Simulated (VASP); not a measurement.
Input of a VASP 6.6.1 run:

The input INCAR:

```
SYSTEM = Be16H
PREC = Accurate
ENCUT = 520
EDIFF = 1E-7
ISMEAR = 0
SIGMA = 0.05
LREAL = Auto
LASPH = .True.
NELM = 80
ALGO = Normal
ISIF = 2
LWAVE = .False.
LCHARG = .False.
GGA = PE
NBANDS = 30
```

Contents of KPOINTS:

```
regular mesh
0
Gamma
  5 6 4
  0 0 0
```

The input POSCAR:

```
Be16H
1.0
   -2.2900000000     -3.9663960000      0.0000000000
    3.4350000000     -1.9831980000      0.0000000000
    0.0000000000      0.0000000000      7.1768600000
Be H
16 1
Direct
    0.7500464616      0.5077494606     -0.0032391603
    0.4924020103      0.3386150229      0.2531366085
    0.7499723046      0.4956080284      0.5018910777
    0.4988301990      0.3341173670      0.7505928777
    0.4928387997     -0.0038719501     -0.0031903925
    0.2498770128      0.8307858397      0.2504207968
    0.4987358943     -0.0010337124      0.4991072698
    0.2499407344      0.8313834881      0.7469373793
    0.2498842656      0.5019065410     -0.0000385963
    0.0076315979      0.3385022880      0.2531565336
    0.2499516223      0.5020390728      0.5028844091
    0.0010788853      0.3341157634      0.7506157289
    0.0071562831     -0.0037301635     -0.0031839830
    0.7500374470      0.8227935236      0.2527722430
    0.0011643282     -0.0010362994      0.4990916640
    0.7499695831      0.8364947148      0.7476562173
    0.7492054359      0.1590050796      0.1230110383
```

Potentials or basis: VASP PAW PBE potentials, release 64 (Be, H).

Launch:

```bash
$ cat potpaw_PBE.64/Be/POTCAR potpaw_PBE.64/H/POTCAR > POTCAR
$ mpirun -np 1 vasp_std > vasp.out
```

(1) Predict the largest force.

(2) What does it give for the pressure?

## Answers

(1) 0.042 eV/Å.

(2) -0.2 GPa.
